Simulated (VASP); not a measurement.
Wanted: the native input for a VASP 6.6.1 run.

| Property | Result |
| --- | --- |
| Task | relaxation of cell and atoms |
| Functional | PBE |
| Potentials or basis | VASP PAW PBE potentials, release 64 (Cr_pv, O) |
| Cutoff | 600 eV |
| k mesh | 6 × 6 × 4 |
| Occupations | gaussian, width 0.1 eV |
| Spin | no spin polarisation |
| Dipole correction | no |
| Further INCAR settings | ALGO = Normal; EDIFF = 1e-06; IBRION = 2; EDIFFG = -0.04; NSW = 90; ISIF = 3 |

The structure of Cr3O lies in POSCAR:

```
Cr3O
1.0
    5.1435464707      0.0000000000      0.0000000000
   -2.5717732353      4.4544419091      0.0000000000
    0.0000000000      0.0000000000      4.1284896524
Cr O
6 2
Direct
    0.8330000000      0.6660000000      0.2500000000
    0.1670000000      0.8330000000      0.7500000000
    0.3340000000      0.1670000000      0.2500000000
    0.1670000000      0.3340000000      0.7500000000
    0.8330000000      0.1670000000      0.2500000000
    0.6660000000      0.8330000000      0.7500000000
    0.3333333333      0.6666666667      0.2500000000
    0.6666666667      0.3333333333      0.7500000000
```

One way to write it, as run:

INCAR

```
PREC     = Accurate       # precision mode
ENCUT    = 600            # plane-wave cutoff, eV
EDIFF    = 1E-6           # SCF threshold, eV
ISMEAR   = 0              # smearing method
SIGMA    = 0.1            # smearing width, eV
LREAL    = False          # projectors in reciprocal space
LASPH    = True           # aspherical terms in the spheres
NELM     = 60             # most SCF steps
ALGO     = Normal         # electronic algorithm
ISIF     = 3              # what is computed and relaxed
LWAVE    = False          # write WAVECAR
LCHARG   = False          # write CHGCAR
GGA      = PE             # functional
IBRION   = 2              # ionic algorithm
NSW      = 90             # ionic steps
EDIFFG   = -0.04          # ionic threshold
```

KPOINTS

```
Automatic mesh
0
Gamma
  6 6 4
```

Potentials or basis: VASP PAW PBE potentials, release 64 (Cr_pv, O).

The run is started by

```sh
$ cat potpaw_PBE.64/Cr_pv/POTCAR potpaw_PBE.64/O/POTCAR > POTCAR
$ mpirun -np 1 vasp_std > vasp.out
```

Results of the run:

```json
{"Relaxed volume": "10.85 Å³/atom", "Relaxed cell": "a = 5.026 Å, b = 5.026 Å, c = 3.968 Å, α = 90.00°, β = 90.00°, γ = 120.00°", "Space group after relaxing (to 0.05 Å)": "P6_3/mmc (No. 194)", "Energy gained by relaxing": "102.2 meV/atom", "Ionic steps": "9", "Pressure after relaxing": "-0.1 GPa", "Band gap on the k mesh": "zero (band 42 reaches 10.55 eV, above the bottom of band 43 at 9.76 eV)"}
```

Caveat: the k points lie up to 0.40 Å⁻¹ apart in the final cell; the run has no spin polarisation, though such a crystal can be magnetic.

Wall time 16 min on 1 thread of Oxide Virtual Turin-like Processor, on a shared host, peak memory 0.26 GiB.
